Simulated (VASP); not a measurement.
# HfC (P6_3/mmc) in VASP: a series of runs

HfC is run at these levels: LDA; tasks: single point.

Program: VASP 6.6.1. These are calculated values, not measurements. Logs are shortened: lines on timing, memory, paths and dates and some standing lists are left out, and cuts for length are marked.

## 1. The cell of the first run

The structure is hexagonal, space group P6_3/mmc (No. 194). Conventional cell: a = 3.275 Å, b = 3.275 Å, c = 5.097 Å, α = 90.00°, β = 90.00°, γ = 120.00°. Within 3.0 Å of Hf (site symmetry -6m2) lie 6 C at 2.28 Å. C (site symmetry -3m) has 6 Hf at 2.28 Å and 2 C at 2.55 Å within 3.0 Å.

## 2. Single point, LDA (volume scaled by 0.94)

INCAR

```
PREC = Accurate
ENCUT = 520
EDIFF = 1E-6
ISMEAR = -1
SIGMA = 0.05
LREAL = F
LASPH = T
NELM = 60
ALGO = Normal
ISIF = 2
LWAVE = F
LCHARG = F
GGA = CA
NBANDS = 22
```

KPOINTS

```
regular mesh
0
Gamma
  9 9 5
```

POSCAR

```
HfC
1.0
    3.2746251489      0.0000000000      0.0000000000
   -1.6373125744      2.8359085668      0.0000000000
    0.0000000000      0.0000000000      5.0965063620
Hf C
2 2
Direct
    0.3333333333      0.6666666667      0.2500000000
    0.6666666667      0.3333333333      0.7500000000
    0.0000000000      0.0000000000      0.5000000000
    0.0000000000      0.0000000000      0.0000000000
```

Potentials or basis: VASP PAW LDA potentials, release 64 (Hf_pv, C).

The run is started by

```sh
cat potpaw_LDA.64/Hf_pv/POTCAR potpaw_LDA.64/C/POTCAR > POTCAR
mpirun -np 1 vasp_std > vasp.out
```

OUTCAR:

```text
PREC = Accurate
   ENCUT = 520
   EDIFF = 1E-6
   ISMEAR = -1
   LREAL = F
   LASPH = T
   NELM = 60
   ISIF = 2
   GGA = CA

 ion  position               nearest neighbor table
   1  0.333  0.667  0.250-   3 2.28   4 2.28   3 2.28   4 2.28   3 2.28   4 2.28   2 3.17   2 3.17
                             2 3.17   2 3.17   2 3.17   2 3.17
   2  0.667  0.333  0.750-   3 2.28   4 2.28   3 2.28   4 2.28   3 2.28   4 2.28   1 3.17   1 3.17
                             1 3.17   1 3.17   1 3.17   1 3.17
   3  0.000  0.000  0.500-   1 2.28   2 2.28   1 2.28   2 2.28   2 2.28   1 2.28
   4  0.000  0.000  0.000-   1 2.28   2 2.28   1 2.28   2 2.28   2 2.28   1 2.28

  LATTYP: Found a hexagonal cell.
 ALAT       =     3.2746251489
 C/A-ratio  =     1.5563632875

  Lattice vectors:

 A1 = (   3.2746251489,   0.0000000000,   0.0000000000)
 A2 = (  -1.6373125744,   2.8359085668,   0.0000000000)
 A3 = (   0.0000000000,   0.0000000000,   5.0965063620)

Analysis of symmetry for initial positions (statically):
=====================================================================
 Subroutine PRICEL returns:
 Original cell was already a primitive cell.

 Routine SETGRP: Setting up the symmetry group for a
 hexagonal supercell.

 Subroutine GETGRP returns: Found 24 space group operations
 (whereof 12 operations were pure point group operations)
 out of a pool of 24 trial point group operations.

The static configuration has the point symmetry D_3d.
 The point group associated with its full space group is D_6h.

Analysis of symmetry for dynamics (positions and initial velocities):
=====================================================================
 Subroutine PRICEL returns:
 Original cell was already a primitive cell.

 Routine SETGRP: Setting up the symmetry group for a
 hexagonal supercell.

 Subroutine GETGRP returns: Found 24 space group operations
 (whereof 12 operations were pure point group operations)
 out of a pool of 24 trial point group operations.

The dynamic configuration has the point symmetry D_3d.
 The point group associated with its full space group is D_6h.

 Subroutine INISYM returns: Found 24 space group operations
 (whereof 12 operations are pure point group operations),
 and found     1 'primitive' translations

----------------------------------------------------------------------------------------

                                     Primitive cell

  volume of cell :      47.3289

  direct lattice vectors                    reciprocal lattice vectors
     3.274625149  0.000000000  0.000000000     0.305378465  0.176310339  0.000000000
    -1.637312574  2.835908567  0.000000000     0.000000000  0.352620677  0.000000000
     0.000000000  0.000000000  5.096506362     0.000000000  0.000000000  0.196212842

  length of vectors
     3.274625149  3.274625149  5.096506362     0.352620677  0.352620677  0.196212842

  position of ions in fractional coordinates (direct lattice)
     0.333333333  0.666666667  0.250000000
     0.666666667  0.333333333  0.750000000
     0.000000000  0.000000000  0.500000000
     0.000000000  0.000000000  0.000000000

  ion indices of the primitive-cell ions
   primitive index   ion index
                 1           1
                 2           2
                 3           3
                 4           4

----------------------------------------------------------------------------------------

 KPOINTS: regular mesh

Automatic generation of k-mesh.
 Grid dimensions read from file:
 generate k-points for:    9    9    5

 Generating k-lattice:

  Cartesian coordinates                     Fractional coordinates (reciprocal lattice)
     0.033930941  0.019590038  0.000000000     0.111111111  0.000000000  0.000000000
     0.000000000  0.039180075  0.000000000     0.000000000  0.111111111  0.000000000
     0.000000000  0.000000000  0.039242568     0.000000000  0.000000000  0.200000000

  Length of vectors
     0.039180075  0.039180075  0.039242568

  Shift w.r.t. Gamma in fractional coordinates (k-lattice)
     0.000000000  0.000000000  0.000000000

 Subroutine IBZKPT returns following result:
 ===========================================

 Found     36 irreducible k-points:

 Following reciprocal coordinates:
            Coordinates               Weight
  0.000000  0.000000  0.000000      1.000000
  0.111111  0.000000  0.000000      6.000000
  0.222222 -0.000000  0.000000      6.000000
  0.333333 -0.000000  0.000000      6.000000
  0.444444 -0.000000  0.000000      6.000000
  0.111111  0.111111  0.000000      6.000000
[... 16 lines left out ...]
  0.333333  0.222222  0.200000     24.000000
  0.333333  0.333333  0.200000      4.000000
 [... further k-points ...]
   k-points           NKPTS =     36   k-points in BZ     NKDIM =     36   number of bands    NBANDS=     22
   number of dos      NEDOS =    301   number of ions     NIONS =      4
   total plane-waves  NPLWV =  23040
   dimension x,y,z NGX =    24 NGY =   24 NGZ =   40
   dimension x,y,z NGXF=    48 NGYF=   48 NGZF=   80
   ions per type =               2   2
   NGX,Y,Z   is equivalent  to a cutoff of  12.18, 12.18, 13.05 a.u.
   NGXF,Y,Z  is equivalent  to a cutoff of  24.37, 24.37, 26.10 a.u.
 SYSTEM =  unknown system
   PREC   = accura    normal or accurate (medium, high low for compatibility)
   ISTART =      0    job   : 0-new  1-cont  2-samecut
   ICHARG =      2    charge: 1-file 2-atom 10-const
   ISPIN  =      1    spin polarized calculation?
   LNONCOLLINEAR =      F non collinear calculations
   LSORBIT =      F    spin-orbit coupling
   LASPH  =      T    aspherical Exc in radial PAW
   ENCUT  =  520.0 eV  38.22 Ry    6.18 a.u.   6.09  6.09  9.48*2*pi/ulx,y,z
   NELM   =     60;   NELMIN=  2; NELMDL= -5     # of ELM steps
   EDIFF  = 0.1E-05   stopping-criterion for ELM
   LREAL  =      F    real-space projection
   EDIFFG = 0.1E-04   stopping-criterion for IOM
   NSW    =      0    number of steps for IOM
   IBRION =     -1    ionic relax: 0-MD 1-quasi-New 2-CG
   NFREE  =      0    steps in history (QN), initial steepest desc. (CG)
   ISIF   =      2    stress and relaxation
   ISYM   =      2    0-nonsym 1-usesym 2-fastsym
   POTIM  = 0.5000    time-step for ionic-motion
   TEBEG  =    0.0;   TEEND  =   0.0 temperature during run
   PSTRESS=    0.0 pullay stress
   NELECT =      28.0000    total number of electrons
   NUPDOWN=      -1.0000    fix difference up-down
   EMIN   =  10.00;   EMAX   =-10.00  energy-range for DOS
   EFERMI =   0.00;   METHOD = LEGACY
   ISMEAR =    -1;   SIGMA  =   0.05  broadening in eV -4-tet -1-fermi 0-gaus
   EFERMI_NEDOS =   21; number of points for ismear=-14 and -15
   IALGO  =     38    algorithm
   IMIX   =      4    mixing-type and parameters
     AMIX     =   0.40;   BMIX     =  1.00
     AMIX_MAG =   1.60;   BMIX_MAG =  1.00
  volume/ion in A,a.u.               =      11.83        79.85
  Fermi-wavevector in a.u.,A,eV,Ry     =   1.374312  2.597073 25.697784  1.888734
  Thomas-Fermi vector in A             =   2.499750
   LORBIT       =      0    0 simple, 1 ext, 2 COOP (PROOUT), +10 PAW based schemes
   GGA     = CA    functional components
   LHFCALC =     F    Hartree Fock is set to
   AEXX    =    0.0000 exact exchange contribution
   IVDW    =     0    specifies the selected vdW correction
   LEPSILON=     F    determine dielectric tensor
   LRPA    =     F    only Hartree local field effects (RPA)
 non-spin polarized calculation
  energy-cutoff  :      520.00
  volume of cell :       47.33
 maximum number of plane-waves:      1296
   NGX = 13   NGY = 13   NGZ = 19

 number of electron      27.9999997 magnetization

 Free energy of the ion-electron system (eV)
  ---------------------------------------------------
  ext. energy  EPLUGINS =         0.00000000
  ---------------------------------------------------
  free energy    TOTEN  =       -45.03756807 eV

  energy without entropy =      -45.03232215  energy(sigma->0) =      -45.03494511

 E-fermi :   6.7126     XC(G=0): -12.7816

 val. band max:        6.7055655737   @ k =   0.2222   0.2222   0.2000
 cond. band min:       6.7512879107   @ k =   0.1111   0.1111   0.2000
 fundamental gap:      0.0457223369
 Fermi energy:         6.7126370368

 k-point     1 :       0.0000    0.0000    0.0000
  band No.  band energies     occupation
      1     -23.5598      2.00000
      2     -22.8305      2.00000
      3     -22.8305      2.00000
      4     -22.7196      2.00000
      5     -22.7196      2.00000
      6     -22.6142      2.00000
[... 14 lines left out ...]
     21      11.3289      0.00000
     22      15.4658      0.00000

 k-point     2 :       0.1111    0.0000    0.0000
  band No.  band energies     occupation
      1     -23.5234      2.00000
      2     -22.9056      2.00000
      3     -22.8590      2.00000
      4     -22.7890      2.00000
      5     -22.7222      2.00000
      6     -22.6281      2.00000
[... 14 lines left out ...]
     21      11.9551      0.00000
     22      14.9147      0.00000

 k-point     3 :       0.2222   -0.0000    0.0000
  band No.  band energies     occupation
      1     -23.4232      2.00000
      2     -23.0964      2.00000
      3     -22.9543      2.00000
      4     -22.9230      2.00000
      5     -22.7364      2.00000
      6     -22.6710      2.00000
[... 14 lines left out ...]
     21      13.5518      0.00000
     22      13.8913      0.00000

 k-point     4 :       0.3333   -0.0000    0.0000
  band No.  band energies     occupation
      1     -23.3099      2.00000
      2     -23.2859      2.00000
      3     -23.1300      2.00000
      4     -22.9886      2.00000
      5     -22.7588      2.00000
      6     -22.7426      2.00000
[... 14 lines left out ...]
     21      13.4991      0.00000
     22      14.2454      0.00000

 k-point     5 :       0.4444   -0.0000    0.0000
  band No.  band energies     occupation
      1     -23.4458      2.00000
      2     -23.2401      2.00000
      3     -23.1635      2.00000
      4     -23.0290      2.00000
      5     -22.8216      2.00000
      6     -22.7753      2.00000
[... 14 lines left out ...]
     21      12.9140      0.00000
     22      13.8537      0.00000

 k-point     6 :       0.1111    0.1111    0.0000
  band No.  band energies     occupation
      1     -23.4550      2.00000
      2     -23.0046      2.00000
      3     -22.9849      2.00000
      4     -22.8406      2.00000
      5     -22.7504      2.00000
      6     -22.6566      2.00000
[... 14 lines left out ...]
     21      12.8468      0.00000
     22      14.1739      0.00000

 k-point     7 :       0.2222    0.1111    0.0000
  band No.  band energies     occupation
      1     -23.3351      2.00000
      2     -23.2053      2.00000
      3     -23.1097      2.00000
      4     -22.9335      2.00000
      5     -22.7872      2.00000
      6     -22.7149      2.00000
[... 324 lines left out ...]
      6     -22.7650      2.00000
[... 14 lines left out ...]
     21      13.7072      0.00000
     22      14.2974      0.00000

 k-point    21 :       0.4444    0.1111    0.2000
  band No.  band energies     occupation
      1     -23.4792      2.00000
      2     -23.3093      2.00000
      3     -23.1032      2.00000
      4     -22.9817      2.00000
      5     -22.8779      2.00000
      6     -22.7932      2.00000
[... 14 lines left out ...]
     21      13.9003      0.00000
     22      14.0181      0.00000

 k-point    22 :       0.2222    0.2222    0.2000
  band No.  band energies     occupation
      1     -23.3356      2.00000
      2     -23.3205      2.00000
      3     -23.0487      2.00000
      4     -23.0403      2.00000
      5     -22.8980      2.00000
      6     -22.7554      2.00000
[... 14 lines left out ...]
     21      13.9417      0.00000
     22      14.6978      0.00000

 k-point    23 :       0.3333    0.2222    0.2000
  band No.  band energies     occupation
      1     -23.4048      2.00000
      2     -23.2854      2.00000
      3     -23.1632      2.00000
      4     -23.0011      2.00000
      5     -22.9372      2.00000
      6     -22.8074      2.00000
[... 14 lines left out ...]
     21      14.3396      0.00000
     22      14.8261      0.00000

 k-point    24 :       0.3333    0.3333    0.2000
  band No.  band energies     occupation
      1     -23.3650      2.00000
      2     -23.2438      2.00000
      3     -23.2438      2.00000
      4     -23.0726      2.00000
      5     -22.8736      2.00000
      6     -22.8736      2.00000
[... 14 lines left out ...]
     21      15.2624      0.00000
     22      15.2624      0.00000

 [... further k-points ...]
[... 5 lines left out ...]
  --------------------------------------------------------------------------------------
  -------------------------------------------------------------------------------------
  Total        0.5493788      0.5493788      1.2926094      0.0000000      0.0000000     -0.0000000
  in kB       18.5975663     18.5975663     43.7573979      0.0000000      0.0000000     -0.0000000
  external PRESSURE =      26.9841768 kB  Pullay stress =       0.0000000 kB

 VOLUME and BASIS-vectors are now :
 -----------------------------------------------------------------------------
  energy-cutoff  :      520.00
  volume of cell :       47.33
      direct lattice vectors                 reciprocal lattice vectors
     3.274625149  0.000000000  0.000000000     0.305378465  0.176310339  0.000000000
    -1.637312574  2.835908567  0.000000000     0.000000000  0.352620677  0.000000000
     0.000000000  0.000000000  5.096506362     0.000000000  0.000000000  0.196212842

 POSITION                                       TOTAL-FORCE (eV/Angst)
 -----------------------------------------------------------------------------------
     -0.00000      1.89061      1.27413         0.000000      0.000000      0.000000
      1.63731      0.94530      3.82238        -0.000000     -0.000000      0.000000
      0.00000      0.00000      2.54825        -0.000000     -0.000000      0.000000
      0.00000      0.00000      0.00000        -0.000000     -0.000000      0.000000
 -----------------------------------------------------------------------------------
    total drift:                               -0.000000      0.000000     -0.000000

  FREE ENERGIE OF THE ION-ELECTRON SYSTEM (eV)
  ---------------------------------------------------
  free  energy   TOTEN  =       -45.0375680671 eV

  energy  without entropy=      -45.0323221538  energy(sigma->0) =      -45.03494511
```

It took 15 s on 1 thread of Intel Xeon Platinum 8488C (Sapphire Rapids), shared host; peak memory 0.16 GiB.

Results:

* Free energy: -45.0376 eV
* Pressure: 2.7 GPa
* Band gap on the k mesh: zero (band 14 reaches 7.80 eV, above the bottom of band 15 at 6.71 eV)

Caveat: spin-orbit coupling is left out, which moves the levels of the heavy elements.

## 3. Single point, LDA (volume scaled by 1.02)

INCAR

```
  PREC = Accurate
  ENCUT = 520
  EDIFF = 1E-7
  ISMEAR = -1
  SIGMA = 0.05
  LREAL = False
  LASPH = True
  NELM = 60
  ALGO = Normal
  ISIF = 2
  LWAVE = False
  LCHARG = False
  GGA = CA
  NBANDS = 22
```

KPOINTS is that of step 2.

POSCAR

```
HfC
1.0
    3.3650048841      0.0000000000      0.0000000000
   -1.6825024420      2.9141797134      0.0000000000
    0.0000000000      0.0000000000      5.2371700637
Hf C
2 2
Direct
    0.3333333333      0.6666666667      0.2500000000
    0.6666666667      0.3333333333      0.7500000000
    0.0000000000      0.0000000000      0.5000000000
    0.0000000000      0.0000000000      0.0000000000
```

Potentials or basis: VASP PAW LDA potentials, release 64 (Hf_pv, C).

The run is started by

```sh
cat potpaw_LDA.64/Hf_pv/POTCAR potpaw_LDA.64/C/POTCAR > POTCAR
mpirun -np 1 vasp_std > vasp.out
```

Wall time 31 s (1 thread of Intel Xeon Platinum 8488C (Sapphire Rapids), shared host); peak memory 0.17 GiB.

It converged, with:

- Free energy: -44.8494 eV
- Pressure: -16.4 GPa
- Band gap on the k mesh: zero (band 14 reaches 7.11 eV, above the bottom of band 15 at 6.06 eV)

Stress tensor (GPa, compression positive):
```
-17.59   0.00   0.00
  0.00 -17.59   0.00
  0.00   0.00 -14.05
```

Levels at points of the mesh, in eV from the Fermi level:
```csv
k point,band 10,band 11,band 12,band 13,band 14,band 15,band 16,band 17,band 18,band 19
"(0.00, 0.00, 0.00)",-2.98,-2.98,-1.12,-1.12,1.01,1.42,1.42,1.87,1.87,2.31
```

Caveat: spin-orbit coupling is left out, which moves the levels of the heavy elements.

## 4. Single point, LDA (volume scaled by 1.04)

INCAR

```
SYSTEM = HfC
  ALGO = Normal
  EDIFF = 1E-6
  ENCUT = 520
  ISIF = 2
  ISMEAR = -1
  LASPH = .TRUE.
  LCHARG = .FALSE.
  LREAL = .FALSE.
  LWAVE = .FALSE.
  NBANDS = 22
  NELM = 60
  PREC = Accurate
  SIGMA = 0.05
```

KPOINTS

```
k-points
0
G
  9 9 5
  0 0 0
```

POSCAR

```
HfC
1.0
    3.3868561774      0.0000000000      0.0000000000
   -1.6934280887      2.9331034886      0.0000000000
    0.0000000000      0.0000000000      5.2711786145
Hf C
2 2
Direct
    0.3333333333      0.6666666667      0.2500000000
    0.6666666667      0.3333333333      0.7500000000
    0.0000000000      0.0000000000      0.5000000000
    0.0000000000      0.0000000000      0.0000000000
```

The run is started by

```sh
cat potpaw_LDA.64/Hf_pv/POTCAR potpaw_LDA.64/C/POTCAR > POTCAR
mpirun -np 1 vasp_std > vasp.out
```

Wall time 25 s (1 thread of Intel Xeon Platinum 8488C (Sapphire Rapids), shared host); peak memory 0.17 GiB.

Results (log left out):

```yaml
Free_energy: -44.7350 eV
Pressure: -20.0 GPa
Band_gap_on_the_k_mesh: zero (band 14 reaches 6.94 eV, above the bottom of band 15 at 5.90 eV)
```

Stress tensor (GPa, compression positive):
```
-21.28   0.00   0.00
  0.00 -21.28   0.00
  0.00   0.00 -17.55
```

Levels at points of the mesh, in eV from the Fermi level:
| k point | band 12 | band 13 | band 14 | band 15 | band 16 | band 17 |
| --- | --- | --- | --- | --- | --- | --- |
| (0.00, 0.00, 0.00) | -1.11 | -1.11 | 1.00 | 1.39 | 1.39 | 1.84 |

Caveat: spin-orbit coupling is left out, which moves the levels of the heavy elements.

## 5. The runs side by side

| cell | gap on the mesh (eV) | pressure (GPa) |
| --- | --- | --- |
| a = 3.275, b = 3.275, c = 5.097 Å, angles 90.0, 90.0, 120.0°, 4 atoms | none | 2.7 |
| a = 3.365, b = 3.365, c = 5.237 Å, angles 90.0, 90.0, 120.0°, 4 atoms | none | -16.4 |
| a = 3.387, b = 3.387, c = 5.271 Å, angles 90.0, 90.0, 120.0°, 4 atoms | none | -20.0 |

Alike in all rows: task single point; level LDA; potentials or basis VASP PAW LDA potentials, release 64 (Hf_pv, C); no spin polarisation; k mesh 9 × 9 × 5; cutoff (eV) 520; smearing fermi-dirac 0.05 eV.

Caveats: spin-orbit coupling is left out, which moves the levels of the heavy elements.

Absolute energies hang on the potentials; compare differences alone.
